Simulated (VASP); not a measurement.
Runs of VASP 6.6.1 on GaAs. The structure is that of space group F-43m (No. 216), or close to it. The cells are those of the table. 

| task | cell | cutoff (eV) | gap on the mesh (eV) | pressure (GPa) |
| --- | --- | --- | --- | --- |
| single point | a = 3.988 Å, angles 60.0°, 2 atoms | 520 | 0.39 | -1.1 |
| relaxation of cell and atoms | relaxed to 7 GPa from a = 3.962 Å, angles 60.0°, 2 atoms | 600 | 1.12 | 7.0 |
| single point | a = 3.935 Å, angles 60.0°, 2 atoms | 520 | (a) | 1.9 |
| single point | a = 3.860 Å, angles 60.0°, 2 atoms | 520 | (b) | 7.5 |

Alike in all rows: level LDA; potentials or basis VASP PAW LDA potentials, release 64 (Ga_d, As); no spin polarisation; k mesh 12 × 12 × 12; smearing gaussian 0.01 eV.

Q: Fill in the values left out.

A: (a) 0.69; (b) 1.13.

Caveats: the cell is relaxed towards a set pressure, so the run minimises the enthalpy, not the energy (at least some runs); the cell stands under pressure (at least some runs).

A k mesh can miss the band edges, and the runs leave out spin-orbit coupling on As, Ga.
